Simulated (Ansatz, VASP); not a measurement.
# Two plane-wave programs on Ti3Al5

```
Ti Al
1.0
     3.88330    0.14562    0.00000
     0.14562    3.88330    0.00000
     0.00000    0.00000    8.29688
Ti Al
3 5
Direct
  0.00000 0.00000 0.50000
  0.50000 0.50000 0.00000
  0.50000 0.50000 0.50000
  0.00000 0.50000 0.25235
  0.00000 0.50000 0.74765
  0.50000 0.00000 0.25235
  0.50000 0.00000 0.74765
  0.00000 0.00000 0.00000
```

Change from the starting cell: strain +0.0750 x Voigt [0, 0, 0, 0, 0, 1], atoms carried along.

Alike in both runs: task single point; functional PBEsol; k mesh 10 × 10 × 6; occupations gaussian, width 0.15 eV; no spin polarisation.

|  | VASP | Ansatz |
| --- | --- | --- |
| version | VASP 6.6.1 | Ansatz 0.2.0 |
| potentials or method | VASP PAW PBE potentials, release 64 (Ti_sv, Al), cutoff 520 eV | scalar-relativistic, plane waves, PAW |
| valence electrons in the cell | 51 | 51 |

Ansatz gave:

| Property | Result |
| --- | --- |
| gap on the k mesh at the Fermi level (eV) | none |
| pressure (GPa) | 0.7 |
| traceless stress, the component that is largest in VASP (GPa) | -7.62 |
| rms of the force components (eV/Å) | 0.005 |

**Question.** What did VASP give for the same quantities?

**Answer.** gap on the k mesh at the Fermi level (eV): none; pressure (GPa): 0.8; traceless stress, the component that is largest in VASP (GPa): -7.64; rms of the force components (eV/Å): 0.005.

VASP's potentials were made for PBE, not for PBEsol. Atom by atom the forces differ by 0.000 eV/Å (rms over components). A gap of «none» marks a metal or a gap that the smearing closes. The functional is the same, so the differences come from potentials, cutoffs and numerics.
